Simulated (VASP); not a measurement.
Write the native input for VASP 6.6.1 that does the following.

- Task: single point
- Functional: PBE
- Potentials or basis: VASP PAW PBE potentials, release 64 (Al, N, La)
- Cutoff: 520 eV
- k mesh: 8 × 8 × 6
- Occupations: fermi-dirac, width 0.02 eV
- Spin: no spin polarisation
- Dipole correction: no
- Further INCAR settings: ALGO = Normal; EDIFF = 1e-07; NBANDS = 30

The structure of LaAl3N4 lies in POSCAR:

```
LaAl3N4
1.0
    6.0504111655     -1.6484762686      0.8875291350
    6.0504111655      1.6484762686      0.8875291350
   -1.9182832311      0.0000000000      5.1080299841
Al N La
3 4 1
Direct
   -0.0196134217     -0.0196134217      0.2955416050
    0.3390640360      0.3390640360      1.0304594060
    0.4970004817      0.4970004817      0.7749929862
    0.8195510088      0.8195510088      0.1705469692
    0.0493409721      0.0493409721      0.6386206601
    0.3382080548      0.3382080548      0.6969351582
    0.5083057313      0.5083057313      0.1392954559
    0.7181431371      0.7181431371      0.5036077594
```

The input as run:

INCAR

```
PREC = Accurate
ENCUT = 520
EDIFF = 1E-7
ISMEAR = -1
SIGMA = 0.02
LREAL = False
LASPH = True
NELM = 80
ALGO = Normal
ISIF = 2
LWAVE = False
LCHARG = False
GGA = PE
NBANDS = 30
```

KPOINTS

```
Automatic mesh
0
Gamma
  8 8 6
```

Potentials or basis: VASP PAW PBE potentials, release 64 (Al, N, La).

The run is started by

```bash
$ cat potpaw_PBE.64/Al/POTCAR potpaw_PBE.64/N/POTCAR potpaw_PBE.64/La/POTCAR > POTCAR
$ mpirun -np 1 vasp_std > vasp.out
```

It gave:

```
Pressure               : 2.7 GPa
Largest force          : 0.321 eV/Å
Band gap on the k mesh : 2.06 eV (least direct gap 2.65 eV)
```

Caveat: spin-orbit coupling is left out, which moves the levels of the heavy elements.

It took 20 min on 1 thread of Intel Xeon 8259CL (shared host), peak memory 0.57 GiB.
